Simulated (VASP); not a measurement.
# B2P (Cmmm) in VASP: further runs, part 2 of 2

VASP 6.6.1. The steps go on from the part before.

## Step 3: Single point, PBE

This run uses another cell than the first one: it holds 3 atoms, not 6.

The input, INCAR:

```
ALGO = Normal
EDIFF = 1E-7
ENCUT = 520
GGA = PE
ISIF = 2
ISMEAR = 0
LASPH = True
LCHARG = False
LREAL = False
LWAVE = False
NBANDS = 12
NELM = 100
PREC = Accurate
SIGMA = 0.1
```

The input, KPOINTS:

```
k-points
0
Gamma
  16 16 14
```

The input, POSCAR:

```
B2P
1.0
    1.5117484022     -3.3192222648      0.0000000000
    1.5117484022      3.3192222648      0.0000000000
    0.0000000000      0.0000000000      3.1637141762
B P
2 1
Direct
    0.1939391615      0.8060608385      0.0000000000
    0.8060608385      0.1939391615      0.0000000000
    0.0000000000      0.0000000000      0.5000000000
```

Potentials or basis: VASP PAW PBE potentials, release 64 (B, P).

Run with:

```console
cat potpaw_PBE.64/B/POTCAR potpaw_PBE.64/P/POTCAR > POTCAR
mpirun -np 1 vasp_std > vasp.out
```

OUTCAR:

```text
EDIFF = 1E-7
   ENCUT = 520
   GGA = PE
   ISIF = 2
   ISMEAR = 0
   LASPH = True
   LREAL = False
   NELM = 100
   PREC = Accurate

 ion  position               nearest neighbor table
   1  0.194  0.806  0.000-   2 1.69   2 1.69   3 2.04   3 2.04
   2  0.806  0.194  0.000-   1 1.69   1 1.69   3 2.04   3 2.04
   3  0.000  0.000  0.500-   1 2.04   2 2.04   1 2.04   2 2.04

[... 557 lines left out ...]

  FORCE on cell =-STRESS in cart. coord.  units (eV):
  Direction    XX          YY          ZZ          XY          YZ          ZX
  --------------------------------------------------------------------------------------
  -------------------------------------------------------------------------------------
  Total        0.0090478     -0.0305646     -0.0286222     -0.0000000      0.0000000      0.0000000
  in kB        0.4565730     -1.5423621     -1.4443434     -0.0000000      0.0000000      0.0000000
  external PRESSURE =      -0.8433775 kB  Pullay stress =       0.0000000 kB

 VOLUME and BASIS-vectors are now :
 -----------------------------------------------------------------------------
  energy-cutoff  :      520.00
  volume of cell :       31.75
      direct lattice vectors                 reciprocal lattice vectors
     1.511748402 -3.319222265  0.000000000     0.330742867 -0.150637698  0.000000000
     1.511748402  3.319222265  0.000000000     0.330742867  0.150637698  0.000000000
     0.000000000  0.000000000  3.163714176     0.000000000  0.000000000  0.316084180

 POSITION                                       TOTAL-FORCE (eV/Angst)
 -----------------------------------------------------------------------------------
      1.51175      2.03177      0.00000         0.000000      0.010268     -0.000000
      1.51175     -2.03177      0.00000         0.000000     -0.010268      0.000000
      0.00000      0.00000      1.58186         0.000000      0.000000      0.000000
 -----------------------------------------------------------------------------------
    total drift:                               -0.000000     -0.000000     -0.000000

  FREE ENERGIE OF THE ION-ELECTRON SYSTEM (eV)
  ---------------------------------------------------
  free  energy   TOTEN  =       -17.5620379672 eV

  energy  without entropy=      -17.5591233429  energy(sigma->0) =      -17.56058066
```

stdout:

```text
POSCAR found type information on POSCAR B P
 POSCAR found :  2 types and       3 ions
 scaLAPACK will be used
 LDA part: xc-table for (Slater+PW92), standard interpolation
 POSCAR, INCAR and KPOINTS ok, starting setup
 FFT: planning ... GRIDC
 FFT: planning ... GRID_SOFT
 FFT: planning ... GRID
 WAVECAR not read
 entering main loop
```

Run time: 74 s. Hardware: 1 thread of Intel Xeon 6975P-C (Granite Rapids), shared host; peak memory 0.31 GiB.

What came out:

| Property | Result |
| --- | --- |
| Free energy | -17.5620 eV |
| Pressure | -0.1 GPa |
| Largest force | 0.010 eV/Å |
| Band gap on the k mesh | zero (an odd number of electrons rules out a gap without spin polarisation) |

Forces on the atoms (eV/Å):
```
B    0.000  0.010  0.000
B    0.000 -0.010  0.000
P    0.000  0.000  0.000
```

Stress tensor (GPa, compression positive):
```
 0.05  0.00  0.00
 0.00 -0.15  0.00
 0.00  0.00 -0.14
```

Levels at points of the mesh, in eV from the Fermi level:
```csv
k point,band 2,band 3,band 4,band 5,band 6,band 7,band 8,band 9
"(0.00, 0.00, 0.00)",-4.46,-4.43,-4.15,-1.71,1.26,1.34,5.40,5.40
"(0.50, 0.00, 0.00)",-9.11,-5.30,-4.17,-2.13,0.90,1.78,3.11,8.88
"(0.50, 0.50, 0.00)",-11.20,-3.15,-1.61,-1.04,1.48,1.48,3.73,4.59
"(0.00, 0.00, 0.50)",-11.61,-2.16,-2.08,-1.11,-1.08,1.87,2.95,7.33
"(0.50, 0.00, 0.50)",-9.03,-6.82,-5.25,-3.92,-2.28,0.28,2.54,7.74
"(0.50, 0.50, 0.50)",-9.14,-8.85,-7.50,-1.85,2.15,5.23,5.97,6.66
```

## Step 4: Relaxation of cell and atoms, PBE

This run uses another cell than the first one: it holds 3 atoms, not 6.

The input, INCAR:

```
PREC = Accurate
ENCUT = 600
EDIFF = 1E-6
ISMEAR = 0
SIGMA = 0.1
LREAL = F
LASPH = T
NELM = 80
ALGO = Normal
ISIF = 3
LWAVE = F
LCHARG = F
GGA = PE
IBRION = 2
NSW = 100
EDIFFG = -0.01
```

The input, KPOINTS:

```
Automatic mesh
0
Gamma
  16 16 14
```

The input, POSCAR:

```
B2P
1.0
    1.5024714525     -3.3452838240      0.0000000000
    1.5024714525      3.3452838240      0.0000000000
    0.0000000000      0.0000000000      3.1635340347
B P
2 1
Direct
    0.1933885751      0.8066114249      0.0000000000
    0.8066114249      0.1933885751      0.0000000000
    0.0000000000      0.0000000000      0.5000000000
```

Run with:

```console
cat potpaw_PBE.64/B/POTCAR potpaw_PBE.64/P/POTCAR > POTCAR
mpirun -np 1 vasp_std > vasp.out
```

Run time: 2.9 min. Hardware: 1 thread of Intel Xeon 6975P-C (Granite Rapids), shared host; peak memory 0.33 GiB.

The run converged. Its results:

```
Free energy                           : -17.5641 eV
Relaxed volume                        : 10.58 Å³/atom
Relaxed cell                          : a = 3.646 Å, b = 3.646 Å, c = 3.162 Å, α = 90.00°, β = 90.00°, γ = 131.00°
Space group after relaxing (to 0.1 Å) : Cmmm (No. 65)
Energy gained by relaxing             : 0.9 meV/atom
Ionic steps                           : 4
Pressure after relaxing               : 0.0 GPa
Band gap on the k mesh                : zero (an odd number of electrons rules out a gap without spin polarisation)
```

Step by step:
```csv
step,energy change (eV),largest force (eV/Å),pressure (GPa),volume (Å³)
1,0.0000,0.0190,-0.29,31.80
2,-0.0023,0.0381,0.07,31.71
3,-0.0024,0.0416,0.13,31.70
4,-0.0026,0.0015,0.02,31.73
```

Final structure:
```yaml
crystal:
  lattice:
    - [1.51190, -3.31778, 0.00000]
    - [1.51190, 3.31778, 0.00000]
    - [0.00000, 0.00000, 3.16242]
  atoms:
    - { symbol: B, position: [0.19387, 0.80613, 0.00000] }
    - { symbol: B, position: [0.80613, 0.19387, 0.00000] }
    - { symbol: P, position: [0.00000, 0.00000, 0.50000] }
```

Levels at points of the mesh, in eV from the Fermi level:
```tsv
k point	band 3	band 4	band 5	band 6	band 7	band 8
(0.00, 0.00, 0.00)	-4.44	-4.15	-1.71	1.26	1.33	5.39
(0.50, 0.00, 0.00)	-5.31	-4.17	-2.13	0.90	1.78	3.11
(0.50, 0.50, 0.00)	-3.16	-1.62	-1.04	1.48	1.48	3.72
(0.00, 0.00, 0.50)	-2.16	-2.08	-1.11	-1.08	1.88	2.95
(0.50, 0.00, 0.50)	-6.82	-5.26	-3.93	-2.28	0.28	2.54
(0.50, 0.50, 0.50)	-8.85	-7.50	-1.86	2.14	5.23	5.97
```

## Step 5: Summary

| task | cell | k mesh | cutoff (eV) | gap on the mesh (eV) | pressure (GPa) | largest force (eV/Å) |
| --- | --- | --- | --- | --- | --- | --- |
| single point | a = 4.843 Å, angles 98.4, 92.6, 143.9°, 6 atoms, atomic positions A | 6 × 6 × 6 | 520 | none | -0.1 | 0.01 |
| single point | a = 3.647, b = 3.647, c = 3.164 Å, angles 90.0, 90.0, 131.0°, 3 atoms, atomic positions B | 16 × 16 × 14 | 520 | none | -0.1 | 0.01 |
| relaxation of cell and atoms | relaxed from a = 3.667, b = 3.667, c = 3.164 Å, angles 90.0, 90.0, 131.6°, 3 atoms, atomic positions B | 16 × 16 × 14 | 600 | none | 0.0 | - |

Alike in all rows: level PBE; potentials or basis VASP PAW PBE potentials, release 64 (B, P); no spin polarisation; smearing gaussian 0.1 eV.

Caveats: some runs use coarse meshes.

Absolute energies hang on the potentials; compare differences alone.
